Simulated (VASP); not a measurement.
Set up this calculation in VASP 6.6.1, as the native input.

* Task: single point
* Functional: PBE
* Potentials or basis: VASP PAW PBE potentials, release 64 (Sn_d, Se)
* Cutoff: 520 eV
* k mesh: 5 × 5 × 5
* Occupations: methfessel-paxton, width 0.1 eV
* Spin: no spin polarisation
* Dipole correction: no
* Further INCAR settings: ALGO = Normal; EDIFF = 1e-06; NBANDS = 32

The structure of Sn3Se lies in POSCAR:

```
Sn3Se
1.0
    4.7836608312      0.0000000000      0.0000000000
    0.0000000000      4.7836608312      0.0000000000
    0.0000000000      0.0000000000      4.7836608312
Sn Se
3 1
Direct
    0.0000000000      0.5000000000      0.5000000000
    0.5000000000      0.0000000000      0.5000000000
    0.5000000000      0.5000000000      0.0000000000
    0.0000000000      0.0000000000      0.0000000000
```

These files were run (other wordings do the same):

INCAR

```
SYSTEM = Sn3Se
PREC = Accurate
ENCUT = 520
EDIFF = 1E-6
ISMEAR = 1
SIGMA = 0.1
LREAL = .False.
LASPH = .True.
NELM = 100
ALGO = Normal
ISIF = 2
LWAVE = .False.
LCHARG = .False.
GGA = PE
NBANDS = 32
```

KPOINTS

```
regular mesh
0
Gamma
  5 5 5
  0 0 0
```

Potentials or basis: VASP PAW PBE potentials, release 64 (Sn_d, Se).

The run is started by

```console
$ cat potpaw_PBE.64/Sn_d/POTCAR potpaw_PBE.64/Se/POTCAR > POTCAR
$ mpirun -np 1 vasp_std > vasp.out
```

Results of the run:

```
Pressure               : -0.6 GPa
Band gap on the k mesh : zero (band 24 reaches 7.98 eV, above the bottom of band 25 at 6.55 eV)
```

Caveat: spin-orbit coupling is left out, which moves the levels of the heavy elements.

Run time: 47 s on 1 thread of Intel Xeon 8259CL (shared host), peak memory 0.21 GiB.
